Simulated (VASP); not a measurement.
**YPdC6N6: single point with PBE**

YPdC6N6:

```
Y Pd C N
1.0
     0.00000    5.31800    5.31800
     5.31800    0.00000    5.31800
     5.31800    5.31800    0.00000
Y Pd C N
1 1 6 6
Cartesian
  5.3180 5.3180 5.3180
  0.0000 0.0000 0.0000
  1.9380 5.3180 5.3180
  5.3180 1.9380 5.3180
  5.3180 5.3180 1.9380
  8.6980 5.3180 5.3180
  5.3180 8.6980 5.3180
  5.3180 5.3180 8.6980
  3.1080 5.3180 5.3180
  5.3180 3.1080 5.3180
  5.3180 5.3180 3.1080
  7.5280 5.3180 5.3180
  5.3180 7.5280 5.3180
  5.3180 5.3180 7.5280
```

```
Program                : VASP 6.6.1
Task                   : single point
Functional             : PBE
Potentials or basis    : VASP PAW PBE potentials, release 64 (Y_sv, Pd, C, N)
Cutoff                 : 520 eV
k mesh                 : 4 × 4 × 4
Occupations            : gaussian, width 0.1 eV
Spin                   : collinear spin
Starting moments       : [0.0, 1.0, 0.0, 0.0, 0.0, 0.0, 0.0, 0.0, 0.0, 0.0, 0.0, 0.0, 0.0, 0.0] μB
Dipole correction      : no
Further INCAR settings : ALGO = Normal; EDIFF = 1e-06; NBANDS = 54
```

| Quantity | Value |
| --- | --- |
| Pressure | 9.8 GPa |
| Largest force | 2.078 eV/Å |
| Net moment | 0.00 μB per cell |
| Valence electrons inside the program's atomic spheres | Y 10.25; Pd 10.69; C 2.61; N 3.92 |

Forces on the atoms (eV/Å):
```
Y    0.000  0.000  0.000
Pd   0.000  0.000  0.000
C    2.078  0.000  0.000
C    0.000  2.078  0.000
C    0.000  0.000  2.078
C   -2.078  0.000  0.000
C    0.000 -2.078  0.000
C    0.000  0.000 -2.078
N   -1.619  0.000  0.000
N    0.000 -1.619  0.000
N    0.000  0.000 -1.619
N    1.619  0.000  0.000
N    0.000  1.619  0.000
N    0.000  0.000  1.619
```

Levels at points of the mesh, in eV from the Fermi level:
Spin up:
```tsv
k point	band 35	band 36	band 37	band 38	band 39	band 40
(0.00, 0.00, 0.00)	-5.79	-5.79	-5.79	0.02	0.02	0.05
(0.50, 0.00, 0.00)	-5.81	-5.77	-5.77	-0.01	0.14	0.14
(0.50, 0.50, 0.00)	-5.62	-5.55	-5.55	0.02	0.05	0.07
```
Spin down:
| k point | band 35 | band 36 | band 37 | band 38 | band 39 | band 40 |
| --- | --- | --- | --- | --- | --- | --- |
| (0.00, 0.00, 0.00) | -5.79 | -5.79 | -5.79 | 0.02 | 0.02 | 0.05 |
| (0.50, 0.00, 0.00) | -5.81 | -5.77 | -5.77 | -0.01 | 0.14 | 0.14 |
| (0.50, 0.50, 0.00) | -5.62 | -5.55 | -5.55 | 0.02 | 0.05 | 0.07 |

It took 19 min on 1 thread of AMD EPYC 7R13, on a shared host, peak memory 0.67 GiB.

Caveat: the cell stands under pressure; forces of over 1 eV/Å act on the atoms, so gaps and moduli don't describe the material at rest.
